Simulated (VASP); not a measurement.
# BH3 in VASP: single point with PBE

Aim: the single point of BH3 with PBE.

Everything below comes from runs of VASP 6.6.1. Logs are shortened: lines on timing, memory, paths and dates and some standing lists are left out, and cuts for length are marked.

## 1. The cell of the first run

The cell holds a molecule in a box, 4 atoms: a = 15.000 Å, b = 15.500 Å, c = 16.000 Å, α = 90.00°, β = 90.00°, γ = 90.00°.

## 2. Single point, PBE

Contents of INCAR:

```
SYSTEM = BH3
ALGO = Normal
EDIFF = 1E-7
ENCUT = 520
GGA = PE
ISIF = 2
ISMEAR = 0
ISYM = 0
LASPH = .True.
LCHARG = .False.
LREAL = .False.
LWAVE = .False.
NBANDS = 11
NELM = 60
PREC = Accurate
SIGMA = 0.005
```

Contents of KPOINTS:

```
k-points
0
Gamma
  1 1 1
  0 0 0
```

Contents of POSCAR:

```
BH3
1.0
   15.0000000000      0.0000000000      0.0000000000
    0.0000000000     15.5000000000      0.0000000000
    0.0000000000      0.0000000000     16.0000000000
B H
1 3
Direct
    0.4999998410      0.4999984030      0.4999982852
    0.5798485544      0.4994767190      0.4985728164
    0.4605821194      0.5671713473      0.5023859181
    0.4595694852      0.4333535307      0.4990429803
```

Potentials or basis: VASP PAW PBE potentials, release 64 (B, H).

On the command line:

```
cat potpaw_PBE.64/B/POTCAR potpaw_PBE.64/H/POTCAR > POTCAR
mpirun -np 1 vasp_gam > vasp.out
```

OUTCAR:

```text
SYSTEM = BH3
   EDIFF = 1E-7
   ENCUT = 520
   GGA = PE
   ISIF = 2
   ISMEAR = 0
   ISYM = 0
   LASPH = .True.
   LREAL = .False.
   NELM = 60
   PREC = Accurate

 ion  position               nearest neighbor table
   1  0.500  0.500  0.500-   4 1.20   3 1.20   2 1.20
   2  0.580  0.499  0.499-   1 1.20
   3  0.461  0.567  0.502-   1 1.20
   4  0.460  0.433  0.499-   1 1.20

IMPORTANT INFORMATION: All symmetrisations will be switched off!
NOSYMM: (Re-)initialisation of all symmetry stuff for point group C_1.

----------------------------------------------------------------------------------------

                                     Primitive cell

  volume of cell :    3720.0000

  direct lattice vectors                    reciprocal lattice vectors
    15.000000000  0.000000000  0.000000000     0.066666667  0.000000000  0.000000000
     0.000000000 15.500000000  0.000000000     0.000000000  0.064516129  0.000000000
     0.000000000  0.000000000 16.000000000     0.000000000  0.000000000  0.062500000

  length of vectors
    15.000000000 15.500000000 16.000000000     0.066666667  0.064516129  0.062500000

  position of ions in fractional coordinates (direct lattice)
     0.499999841  0.499998403  0.499998285
     0.579848554  0.499476719  0.498572816
     0.460582119  0.567171347  0.502385918
     0.459569485  0.433353531  0.499042980

  ion indices of the primitive-cell ions
   primitive index   ion index
                 1           1
                 2           2
                 3           3
                 4           4

----------------------------------------------------------------------------------------

 KPOINTS: k-points

Automatic generation of k-mesh.
 Grid dimensions read from file:
 generate k-points for:    1    1    1

 Generating k-lattice:

  Cartesian coordinates                     Fractional coordinates (reciprocal lattice)
     0.066666667  0.000000000  0.000000000     1.000000000  0.000000000  0.000000000
     0.000000000  0.064516129  0.000000000     0.000000000  1.000000000  0.000000000
     0.000000000  0.000000000  0.062500000     0.000000000  0.000000000  1.000000000

  Length of vectors
     0.066666667  0.064516129  0.062500000

  Shift w.r.t. Gamma in fractional coordinates (k-lattice)
     0.000000000  0.000000000  0.000000000

 Subroutine IBZKPT returns following result:
 ===========================================

 Found      1 irreducible k-points:

 Following reciprocal coordinates:
            Coordinates               Weight
  0.000000  0.000000  0.000000      1.000000
   k-points           NKPTS =      1   k-points in BZ     NKDIM =      1   number of bands    NBANDS=     11
   number of dos      NEDOS =    301   number of ions     NIONS =      4
   total plane-waves  NPLWV = ******
   dimension x,y,z NGX =   112 NGY =  120 NGZ =  120
   dimension x,y,z NGXF=   224 NGYF=  240 NGZF=  240
   ions per type =               1   3
   NGX,Y,Z   is equivalent  to a cutoff of  12.41, 12.87, 12.47 a.u.
   NGXF,Y,Z  is equivalent  to a cutoff of  24.83, 25.74, 24.94 a.u.
 SYSTEM =  BH3
   PREC   = accura    normal or accurate (medium, high low for compatibility)
   ISTART =      0    job   : 0-new  1-cont  2-samecut
   ICHARG =      2    charge: 1-file 2-atom 10-const
   ISPIN  =      1    spin polarized calculation?
   LNONCOLLINEAR =      F non collinear calculations
   LSORBIT =      F    spin-orbit coupling
   LASPH  =      T    aspherical Exc in radial PAW
   ENCUT  =  520.0 eV  38.22 Ry    6.18 a.u.  27.89 28.82 29.75*2*pi/ulx,y,z
   NELM   =     60;   NELMIN=  2; NELMDL= -5     # of ELM steps
   EDIFF  = 0.1E-06   stopping-criterion for ELM
   LREAL  =      F    real-space projection
   EDIFFG = 0.1E-05   stopping-criterion for IOM
   NSW    =      0    number of steps for IOM
   IBRION =     -1    ionic relax: 0-MD 1-quasi-New 2-CG
   NFREE  =      0    steps in history (QN), initial steepest desc. (CG)
   ISIF   =      2    stress and relaxation
   ISYM   =      0    0-nonsym 1-usesym 2-fastsym
   POTIM  = 0.5000    time-step for ionic-motion
   TEBEG  =    0.0;   TEEND  =   0.0 temperature during run
   PSTRESS=    0.0 pullay stress
   NELECT =       6.0000    total number of electrons
   NUPDOWN=      -1.0000    fix difference up-down
   EMIN   =  10.00;   EMAX   =-10.00  energy-range for DOS
   EFERMI =   0.00;   METHOD = LEGACY
   ISMEAR =     0;   SIGMA  =   0.01  broadening in eV -4-tet -1-fermi 0-gaus
   EFERMI_NEDOS =   21; number of points for ismear=-14 and -15
   IALGO  =     38    algorithm
   IMIX   =      4    mixing-type and parameters
     AMIX     =   0.40;   BMIX     =  1.00
     AMIX_MAG =   1.60;   BMIX_MAG =  1.00
  volume/ion in A,a.u.               =     930.00      6275.95
  Fermi-wavevector in a.u.,A,eV,Ry     =   0.191990  0.362808  0.501511  0.036860
  Thomas-Fermi vector in A             =   0.934314
   LORBIT       =      0    0 simple, 1 ext, 2 COOP (PROOUT), +10 PAW based schemes
   GGA     = PE    functional components
   LHFCALC =     F    Hartree Fock is set to
   AEXX    =    0.0000 exact exchange contribution
   IVDW    =     0    specifies the selected vdW correction
   LEPSILON=     F    determine dielectric tensor
   LRPA    =     F    only Hartree local field effects (RPA)
 non-spin polarized calculation
 Gauss-broadening in eV      SIGMA  =   0.01
  energy-cutoff  :      520.00
  volume of cell :     3720.00
 maximum number of plane-waves:     50071
 NGX is ok and might be reduce to   112
   NGX = 55   NGY = 57   NGZ = 59

 number of electron       6.0000000 magnetization

 Free energy of the ion-electron system (eV)
  ---------------------------------------------------
  ext. energy  EPLUGINS =         0.00000000
  ---------------------------------------------------
  free energy    TOTEN  =       -15.87815108 eV

  energy without entropy =      -15.87815108  energy(sigma->0) =      -15.87815108

 E-fermi :  -8.4000     XC(G=0):  -0.2051

 val. band max:       -8.4338338767   @ k =   0.0000   0.0000   0.0000
 cond. band min:      -3.0237919012   @ k =   0.0000   0.0000   0.0000
 fundamental gap:      5.4100419755
 Fermi energy:        -8.3999885336

 k-point     1 :       0.0000    0.0000    0.0000
  band No.  band energies     occupation
      1     -12.5453      2.00000
      2      -8.4342      2.00000
      3      -8.4338      2.00000
      4      -3.0238      0.00000
      5      -0.1994      0.00000
      6       0.3355      0.00000
      7       0.4706      0.00000
      8       0.5026      0.00000
      9       0.5424      0.00000
     10       0.5871      0.00000
     11       0.6214      0.00000

------------------------ aborting loop because EDIFF is reached ----------------------------------------

  FORCE on cell =-STRESS in cart. coord.  units (eV):
  Direction    XX          YY          ZZ          XY          YZ          ZX
  --------------------------------------------------------------------------------------
  -------------------------------------------------------------------------------------
  Total       -0.0344319     -0.0341960     -0.0433873     -0.0002418      0.0002454     -0.0001718
  in kB       -0.0148296     -0.0147280     -0.0186866     -0.0001042      0.0001057     -0.0000740
  external PRESSURE =      -0.0160814 kB  Pullay stress =       0.0000000 kB

 VOLUME and BASIS-vectors are now :
 -----------------------------------------------------------------------------
  energy-cutoff  :      520.00
  volume of cell :     3720.00
      direct lattice vectors                 reciprocal lattice vectors
    15.000000000  0.000000000  0.000000000     0.066666667  0.000000000  0.000000000
     0.000000000 15.500000000  0.000000000     0.000000000  0.064516129  0.000000000
     0.000000000  0.000000000 16.000000000     0.000000000  0.000000000  0.062500000

 POSITION                                       TOTAL-FORCE (eV/Angst)
 -----------------------------------------------------------------------------------
      7.50000      7.74998      7.99997         0.000403      0.000401      0.000446
      8.69773      7.74189      7.97717         0.009093     -0.000318     -0.000332
      6.90873      8.79116      8.03817        -0.004758      0.008262      0.000184
      6.89354      6.71698      7.98469        -0.004737     -0.008345     -0.000298
 -----------------------------------------------------------------------------------
    total drift:                               -0.000064      0.000024     -0.000222

  FREE ENERGIE OF THE ION-ELECTRON SYSTEM (eV)
  ---------------------------------------------------
  free  energy   TOTEN  =       -15.8781510807 eV

  energy  without entropy=      -15.8781510807  energy(sigma->0) =      -15.87815108
```

Run time: 7.2 min. Hardware: 1 thread of Intel Xeon Platinum 8175M at 2.50GHz (Skylake/Cascade Lake), shared host; peak memory 2.1 GiB.

What came out:

| Quantity | Value |
| --- | --- |
| Free energy | -15.8782 eV |
| Largest force | 0.010 eV/Å |
| Gap between the frontier levels | 5.41 eV |

Forces on the atoms (eV/Å):
```
B    0.000  0.000  0.000
H    0.009  0.000  0.000
H   -0.005  0.008  0.000
H   -0.005 -0.008  0.000
```
